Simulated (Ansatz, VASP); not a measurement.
ScAl: VASP beside Ansatz

```xyz
2
Lattice="3.3703 0.0000 0.0000 0.0000 3.3703 0.0000 0.0000 0.0000 3.3703" Properties=species:S:1:pos:R:3 pbc="T T T"
Sc    1.6852    1.6852    1.6852
Al    0.0000    0.0000    0.0000
```

Alike in both runs: task single point; functional LDA; k mesh 10 × 10 × 10; occupations fermi-dirac, width 0.05 eV; non-collinear spin, spin-orbit coupling.

|  | VASP | Ansatz |
| --- | --- | --- |
| version | VASP 6.6.1 | Ansatz 0.2.0 |
| potentials or method | VASP PAW LDA potentials, release 64 (Sc_sv, Al), cutoff 500 eV | all-electron LAPW |

VASP gave:

| Item | Value |
| --- | --- |
| pressure (GPa) | -4.2 |

Q: Which values does Ansatz return?

A: Pressure (GPa): -4.4.

LDA's correlation is that of Perdew and Zunger in VASP and of Perdew and Wang (1992) in Ansatz. Ansatz ran all-electron here, and VASP with PAW potentials.
